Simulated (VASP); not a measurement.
Set up this calculation in VASP 6.6.1, as the native input.

| Item | Value |
| --- | --- |
| Task | single point |
| Functional | revPBE |
| Potentials or basis | VASP PAW PBE potentials, release 64 (Cd) |
| Cutoff | 520 eV |
| k mesh | 7 × 7 × 10 |
| Occupations | fermi-dirac, width 0.1 eV |
| Spin | no spin polarisation |
| Dipole correction | no |
| Further INCAR settings | ALGO = Normal; EDIFF = 1e-07; NBANDS = 25 |

The structure of Cd lies in POSCAR:

```
Cd
1.0
    5.2247368194      0.0000000000      0.0000000000
   -2.6123684097      4.5247548137      0.0000000000
    0.0000000000      0.0000000000      3.1510589993
Cd
3
Direct
    1.0000000000      0.0000000000      0.0000000000
    0.3333333333      0.6666666667      0.5000000000
    0.6666666667      0.3333333333      0.5000000000
```

One way to write it, as run:

INCAR

```
SYSTEM = Cd
PREC = Accurate ; ENCUT = 520
EDIFF = 1E-7 ; ISMEAR = -1
SIGMA = 0.1 ; LREAL = .False.
LASPH = .True. ; NELM = 80
ALGO = Normal ; ISIF = 2
LWAVE = .False. ; LCHARG = .True.
GGA = RE ; LELF = .True.
LVHAR = .True. ; NBANDS = 25
```

KPOINTS

```
Automatic mesh
0
Gamma
  7 7 10
  0 0 0
```

Potentials or basis: VASP PAW PBE potentials, release 64 (Cd).

Command:

```sh
$ cat potpaw_PBE.64/Cd/POTCAR > POTCAR
$ mpirun -np 1 vasp_std > vasp.out
```

Results of the run:

* Pressure: 0.2 GPa
* Band gap on the k mesh: zero (band 18 reaches 5.53 eV, above the bottom of band 19 at 0.99 eV)

Caveat: the PAW data sets were made with another functional, which shifts forces and pressure a little.

Wall time 45 s on 1 thread of Intel(R) Xeon(R) Platinum 8488C (Sapphire Rapids), with other jobs on the host, peak memory 0.22 GiB.
